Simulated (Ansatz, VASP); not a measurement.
## One calculation of SiC, two programs

INCAR

```
PREC = Accurate ; ENCUT = 520
EDIFF = 1E-6 ; ISMEAR = -1
SIGMA = 0.02 ; LREAL = False
LASPH = True ; NELM = 100
ALGO = Normal ; ISIF = 2
LWAVE = False ; LCHARG = False
LDIPOL = True ; IDIPOL = 3
DIPOL = 0.5 0.5 0.500 ; NBANDS = 26
```

File KPOINTS:

```
regular mesh
0
Gamma
  8 5 1
```

The input POSCAR:

```
SiC
1.0
    3.0563831055      0.0000000000      0.0000000000
    0.0000000000      5.0156571925      0.0000000000
    0.0000000000      0.0000000000     19.5292000000
Si C
4 4
Direct
    0.0000000000      0.5620912680      0.4096428112
    0.5000000000      0.0620912680      0.4548214059
    0.5000000000      0.5620912680      0.5451785941
    0.0000000000      0.0620912680      0.5903571888
    0.0000000000      0.9379087320      0.4096428112
    0.5000000000      0.4379087320      0.4548214059
    0.5000000000      0.9379087320      0.5451785941
    0.0000000000      0.4379087320      0.5903571888
```

Input for Ansatz:

```yaml
crystal:
  lattice:
    - [3.0563831055, 0.0, 0.0]
    - [0.0, 5.0156571925, 0.0]
    - [0.0, 0.0, 19.5292]
  atoms:
    - { symbol: Si, position: [0.0, 0.562091268, 0.4096428112] }
    - { symbol: C, position: [0.0, 0.937908732, 0.4096428112] }
    - { symbol: Si, position: [0.5, 0.062091268, 0.4548214059] }
    - { symbol: C, position: [0.5, 0.437908732, 0.4548214059] }
    - { symbol: Si, position: [0.5, 0.562091268, 0.5451785941] }
    - { symbol: C, position: [0.5, 0.937908732, 0.5451785941] }
    - { symbol: Si, position: [0.0, 0.062091268, 0.5903571888] }
    - { symbol: C, position: [0.0, 0.437908732, 0.5903571888] }
kpoints:
  mp_grid: { grid: [8, 5, 1] }
scf:
  occupations: { method: fermi_dirac, width: 0.02 }
hamiltonian:
  xc: lda
  pseudopotentials: { kind: all_electron, lapw: { basis_error: 0.001 } }
output:
  forces: true
  stress: true
  eigenvalues: true
  populations: true
  dos: { projected: true, de: 0.2, e_range: [-14, 8] }
efield:
  axis: 3
  amplitude: 0
  dipole_correction: true
```

Alike in both runs: task single point; functional LDA; k mesh 8 × 5 × 1; occupations fermi-dirac, width 0.02 eV; no spin polarisation.

|  | VASP | Ansatz |
| --- | --- | --- |
| version | VASP 6.6.1 | Ansatz 0.2.0 |
| potentials or method | VASP PAW LDA potentials, release 64 (Si, C), cutoff 520 eV | all-electron LAPW, scalar-relativistic |

```csv
,VASP,Ansatz,Ansatz less VASP
rms of the force components (eV/Å),1.335,1.348,+0.0123
```

LDA's correlation is that of Perdew and Zunger in VASP and of Perdew and Wang (1992) in Ansatz. Ansatz ran all-electron here, and VASP with PAW potentials.
